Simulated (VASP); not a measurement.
# Sr in VASP: single point with PBE

Aim: the single point of Sr with PBE.

Program: VASP 6.6.1. These are calculated values, not measurements. Logs are shortened: lines on timing, memory, paths and dates and some standing lists are left out, and cuts for length are marked.

## Step 1: The cell of the first run

The cell holds a slab with vacuum, 5 atoms: a = 4.850 Å, b = 4.850 Å, c = 26.700 Å, α = 90.00°, β = 90.00°, γ = 90.00°.

## Step 2: Single point, PBE

File INCAR:

```
PREC = Accurate
ENCUT = 520
EDIFF = 1E-7
ISMEAR = 0
SIGMA = 0.1
LREAL = F
LASPH = T
NELM = 60
ALGO = Normal
ISIF = 2
LWAVE = F
LCHARG = F
LDIPOL = T
IDIPOL = 3
DIPOL = 0.5 0.5 0.493
GGA = PE
NBANDS = 33
```

File KPOINTS:

```
Automatic mesh
0
Gamma
  5 5 1
```

File POSCAR:

```
Sr
1.0
    4.8500000000      0.0000000000      0.0000000000
    0.0000000000      4.8500000000      0.0000000000
    0.0000000000      0.0000000000     26.6999998500
Sr
5
Direct
    0.5000000000      0.5000000000      0.3183520617
    0.0000000000      0.0000000000      0.4091760257
    0.5000000000      0.5000000000      0.4936868072
    0.0000000000      0.0000000000      0.5780774056
    0.5000000000      0.5000000000      0.6674586226
```

Potentials or basis: VASP PAW PBE potentials, release 64 (Sr_sv).

The run is started by

```bash
$ cat potpaw_PBE.64/Sr_sv/POTCAR > POTCAR
$ mpirun -np 1 vasp_std > vasp.out
```

OUTCAR:

```text
PREC = Accurate
   ENCUT = 520
   EDIFF = 1E-7
   ISMEAR = 0
   LREAL = F
   LASPH = T
   NELM = 60
   ISIF = 2
   GGA = PE

 ion  position               nearest neighbor table
   1  0.500  0.500  0.318-   2 4.20   2 4.20   2 4.20   2 4.20   3 4.68
   2  0.000  0.000  0.409-   3 4.11   3 4.11   3 4.11   3 4.11   1 4.20   1 4.20   1 4.20   1 4.20
                             4 4.51
   3  0.500  0.500  0.494-   4 4.10   4 4.10   4 4.10   4 4.10   2 4.11   2 4.11   2 4.11   2 4.11
                             5 4.64   1 4.68
   4  0.000  0.000  0.578-   3 4.10   3 4.10   3 4.10   3 4.10   5 4.18   5 4.18   5 4.18   5 4.18
                             2 4.51
   5  0.500  0.500  0.667-   4 4.18   4 4.18   4 4.18   4 4.18   3 4.64

  LATTYP: Found a simple tetragonal cell.
 ALAT       =     4.8500000000
 C/A-ratio  =     5.5051546082

  Lattice vectors:

 A1 = (   4.8500000000,   0.0000000000,   0.0000000000)
 A2 = (   0.0000000000,   4.8500000000,   0.0000000000)
 A3 = (   0.0000000000,   0.0000000000,  26.6999998500)

Analysis of symmetry for initial positions (statically):
=====================================================================
 Subroutine PRICEL returns:
 Original cell was already a primitive cell.

 Routine SETGRP: Setting up the symmetry group for a
 simple tetragonal supercell.

 Subroutine GETGRP returns: Found  8 space group operations
 (whereof  8 operations were pure point group operations)
 out of a pool of 16 trial point group operations.

The static configuration has the point symmetry C_4v.

Analysis of symmetry for dynamics (positions and initial velocities):
=====================================================================
 Subroutine PRICEL returns:
 Original cell was already a primitive cell.

 Routine SETGRP: Setting up the symmetry group for a
 simple tetragonal supercell.

 Subroutine GETGRP returns: Found  8 space group operations
 (whereof  8 operations were pure point group operations)
 out of a pool of 16 trial point group operations.

The dynamic configuration has the point symmetry C_4v.

 Subroutine INISYM returns: Found  8 space group operations
 (whereof  8 operations are pure point group operations),
 and found     1 'primitive' translations

----------------------------------------------------------------------------------------

                                     Primitive cell

  volume of cell :     628.0507

  direct lattice vectors                    reciprocal lattice vectors
     4.850000000  0.000000000  0.000000000     0.206185567  0.000000000  0.000000000
     0.000000000  4.850000000  0.000000000     0.000000000  0.206185567  0.000000000
     0.000000000  0.000000000 26.699999850     0.000000000  0.000000000  0.037453184

  length of vectors
     4.850000000  4.850000000 26.699999850     0.206185567  0.206185567  0.037453184

  position of ions in fractional coordinates (direct lattice)
     0.500000000  0.500000000  0.318352062
     0.000000000  0.000000000  0.409176026
     0.500000000  0.500000000  0.493686807
     0.000000000  0.000000000  0.578077406
     0.500000000  0.500000000  0.667458623

  ion indices of the primitive-cell ions
   primitive index   ion index
                 1           1
                 2           2
                 3           3
                 4           4
                 5           5

----------------------------------------------------------------------------------------

 KPOINTS: Automatic mesh

Automatic generation of k-mesh.
 Grid dimensions read from file:
 generate k-points for:    5    5    1

 Generating k-lattice:

  Cartesian coordinates                     Fractional coordinates (reciprocal lattice)
     0.041237113  0.000000000  0.000000000     0.200000000  0.000000000  0.000000000
     0.000000000  0.041237113  0.000000000     0.000000000  0.200000000  0.000000000
     0.000000000  0.000000000  0.037453184     0.000000000  0.000000000  1.000000000

  Length of vectors
     0.041237113  0.041237113  0.037453184

  Shift w.r.t. Gamma in fractional coordinates (k-lattice)
     0.000000000  0.000000000  0.000000000

 Subroutine IBZKPT returns following result:
 ===========================================

 Found      6 irreducible k-points:

 Following reciprocal coordinates:
            Coordinates               Weight
  0.000000  0.000000  0.000000      1.000000
  0.200000  0.000000  0.000000      4.000000
  0.400000  0.000000  0.000000      4.000000
  0.200000  0.200000  0.000000      4.000000
  0.400000  0.200000  0.000000      8.000000
  0.400000  0.400000  0.000000      4.000000
   k-points           NKPTS =      6   k-points in BZ     NKDIM =      6   number of bands    NBANDS=     33
   number of dos      NEDOS =    301   number of ions     NIONS =      5
   total plane-waves  NPLWV = 259200
   dimension x,y,z NGX =    36 NGY =   36 NGZ =  200
   dimension x,y,z NGXF=    72 NGYF=   72 NGZF=  400
   ions per type =               5
   NGX,Y,Z   is equivalent  to a cutoff of  12.34, 12.34, 12.45 a.u.
   NGXF,Y,Z  is equivalent  to a cutoff of  24.68, 24.68, 24.91 a.u.
 SYSTEM =  unknown system
   PREC   = accura    normal or accurate (medium, high low for compatibility)
   ISTART =      0    job   : 0-new  1-cont  2-samecut
   ICHARG =      2    charge: 1-file 2-atom 10-const
   ISPIN  =      1    spin polarized calculation?
   LNONCOLLINEAR =      F non collinear calculations
   LSORBIT =      F    spin-orbit coupling
   LASPH  =      T    aspherical Exc in radial PAW
   ENCUT  =  520.0 eV  38.22 Ry    6.18 a.u.   9.02  9.02 49.64*2*pi/ulx,y,z
   NELM   =     60;   NELMIN=  2; NELMDL= -5     # of ELM steps
   EDIFF  = 0.1E-06   stopping-criterion for ELM
   LREAL  =      F    real-space projection
   EDIFFG = 0.1E-05   stopping-criterion for IOM
   NSW    =      0    number of steps for IOM
   IBRION =     -1    ionic relax: 0-MD 1-quasi-New 2-CG
   NFREE  =      0    steps in history (QN), initial steepest desc. (CG)
   ISIF   =      2    stress and relaxation
   ISYM   =      2    0-nonsym 1-usesym 2-fastsym
   POTIM  = 0.5000    time-step for ionic-motion
   TEBEG  =    0.0;   TEEND  =   0.0 temperature during run
   PSTRESS=    0.0 pullay stress
   NELECT =      50.0000    total number of electrons
   NUPDOWN=      -1.0000    fix difference up-down
   EMIN   =  10.00;   EMAX   =-10.00  energy-range for DOS
   EFERMI =   0.00;   METHOD = LEGACY
   ISMEAR =     0;   SIGMA  =   0.10  broadening in eV -4-tet -1-fermi 0-gaus
   EFERMI_NEDOS =   21; number of points for ismear=-14 and -15
   IALGO  =     38    algorithm
   IMIX   =      4    mixing-type and parameters
     AMIX     =   0.40;   BMIX     =  1.00
     AMIX_MAG =   1.60;   BMIX_MAG =  1.00
  volume/ion in A,a.u.               =     125.61       847.66
  Fermi-wavevector in a.u.,A,eV,Ry     =   0.704260  1.330859  6.748254  0.495983
  Thomas-Fermi vector in A             =   1.789454
   LORBIT       =      0    0 simple, 1 ext, 2 COOP (PROOUT), +10 PAW based schemes
   GGA     = PE    functional components
   LHFCALC =     F    Hartree Fock is set to
   AEXX    =    0.0000 exact exchange contribution
   IVDW    =     0    specifies the selected vdW correction
   LEPSILON=     F    determine dielectric tensor
   LRPA    =     F    only Hartree local field effects (RPA)
 non-spin polarized calculation
 Gauss-broadening in eV      SIGMA  =   0.10
  energy-cutoff  :      520.00
  volume of cell :      628.05
 maximum number of plane-waves:     16950
   NGX = 19   NGY = 19   NGZ = 99

 dipolmoment           0.000000      0.000000     -0.000808 electrons x Angstroem

 number of electron      49.9999998 magnetization

 dipolmoment           0.000000      0.000000      0.000150 electrons x Angstroem

 Free energy of the ion-electron system (eV)
  ---------------------------------------------------
  ext. energy  EPLUGINS =         0.00000000
  ---------------------------------------------------
  free energy    TOTEN  =        -7.11198666 eV

  energy without entropy =       -7.06222426  energy(sigma->0) =       -7.08710546

 E-fermi :  -0.5942     XC(G=0):  -3.9190

 val. band max:       -0.6036523481   @ k =   0.2000   0.0000   0.0000
 cond. band min:      -0.5359941863   @ k =   0.2000   0.2000   0.0000
 fundamental gap:      0.0676581618
 Fermi energy:        -0.5941609874

 k-point     1 :       0.0000    0.0000    0.0000
  band No.  band energies     occupation
      1     -37.9622      2.00000
      2     -37.9381      2.00000
      3     -37.1745      2.00000
      4     -37.1564      2.00000
      5     -37.1191      2.00000
      6     -19.9511      2.00000
[... 25 lines left out ...]
     32       1.3873      0.00000
     33       1.4327      0.00000

 k-point     2 :       0.2000    0.0000    0.0000
  band No.  band energies     occupation
      1     -37.9620      2.00000
      2     -37.9379      2.00000
      3     -37.1738      2.00000
      4     -37.1557      2.00000
      5     -37.1198      2.00000
      6     -19.9508      2.00000
[... 25 lines left out ...]
     32       1.0518      0.00000
     33       1.0746      0.00000

 k-point     3 :       0.4000    0.0000    0.0000
  band No.  band energies     occupation
      1     -37.9616      2.00000
      2     -37.9375      2.00000
      3     -37.1727      2.00000
      4     -37.1544      2.00000
      5     -37.1210      2.00000
      6     -19.9501      2.00000
[... 25 lines left out ...]
     32       0.7148      0.00000
     33       0.8005      0.00000

 k-point     4 :       0.2000    0.2000    0.0000
  band No.  band energies     occupation
      1     -37.9617      2.00000
      2     -37.9377      2.00000
      3     -37.1732      2.00000
      4     -37.1551      2.00000
      5     -37.1202      2.00000
      6     -19.9500      2.00000
[... 25 lines left out ...]
     32       0.7640      0.00000
     33       0.7817      0.00000

 k-point     5 :       0.4000    0.2000    0.0000
  band No.  band energies     occupation
      1     -37.9613      2.00000
      2     -37.9373      2.00000
      3     -37.1724      2.00000
      4     -37.1541      2.00000
      5     -37.1208      2.00000
      6     -19.9488      2.00000
[... 25 lines left out ...]
     32       0.3686      0.00000
     33       0.6463      0.00000

 k-point     6 :       0.4000    0.4000    0.0000
  band No.  band energies     occupation
      1     -37.9609      2.00000
      2     -37.9369      2.00000
      3     -37.1719      2.00000
      4     -37.1536      2.00000
      5     -37.1206      2.00000
      6     -19.9466      2.00000
[... 25 lines left out ...]
     32       0.2779      0.00000
     33       0.4940      0.00000

------------------------ aborting loop because EDIFF is reached ----------------------------------------

 vacuum level on the upper side and lower side of the slab       (xc-potential included)        -0.136        -0.130

  FORCE on cell =-STRESS in cart. coord.  units (eV):
  Direction    XX          YY          ZZ          XY          YZ          ZX
  --------------------------------------------------------------------------------------
  -------------------------------------------------------------------------------------
  Total       -1.6529975     -1.6529975     -0.0160812      0.0000000     -0.0000000      0.0000000
  in kB       -4.2168489     -4.2168489     -0.0410236      0.0000000     -0.0000000      0.0000000
  external PRESSURE =      -2.8249071 kB  Pullay stress =       0.0000000 kB

 VOLUME and BASIS-vectors are now :
 -----------------------------------------------------------------------------
  energy-cutoff  :      520.00
  volume of cell :      628.05
      direct lattice vectors                 reciprocal lattice vectors
     4.850000000  0.000000000  0.000000000     0.206185567  0.000000000  0.000000000
     0.000000000  4.850000000  0.000000000     0.000000000  0.206185567  0.000000000
     0.000000000  0.000000000 26.699999850     0.000000000  0.000000000  0.037453184

 POSITION                                       TOTAL-FORCE (eV/Angst)
 -----------------------------------------------------------------------------------
      2.42500      2.42500      8.50000        -0.000000      0.000000      0.024028
      0.00000      0.00000     10.92500         0.000000      0.000000     -0.033767
      2.42500      2.42500     13.18144        -0.000000     -0.000000     -0.000108
      0.00000      0.00000     15.43467        -0.000000      0.000000      0.004784
      2.42500      2.42500     17.82115        -0.000000     -0.000000      0.005063
 -----------------------------------------------------------------------------------
    total drift:                                0.000000      0.000000     -0.000002

  FREE ENERGIE OF THE ION-ELECTRON SYSTEM (eV)
  ---------------------------------------------------
  free  energy   TOTEN  =        -7.1119866578 eV

  energy  without entropy=       -7.0622242560  energy(sigma->0) =       -7.08710546

 vacuum level on the upper side and lower side of the slab         1.760         1.758
```

Run time: 9.5 min. Hardware: 1 thread of Intel Xeon 8259CL, shared host; peak memory 0.58 GiB.

What came out:

- Free energy: -7.1120 eV
- Largest force: 0.034 eV/Å
- Band gap on the k mesh: zero (bands 25 and 26 overlap by 0.05 eV)

Forces in eV/Å, atoms in the order of the input:
```
Sr   0.000  0.000  0.024
Sr   0.000  0.000 -0.034
Sr   0.000  0.000  0.000
Sr   0.000  0.000  0.005
Sr   0.000  0.000  0.005
```

Levels at points of the mesh, in eV from the Fermi level:
```tsv
k point	band 22	band 23	band 24	band 25	band 26	band 27	band 28	band 29
(0.00, 0.00, 0.00)	-2.79	-1.86	-0.84	-0.19	-0.07	0.38	0.70	0.78
```
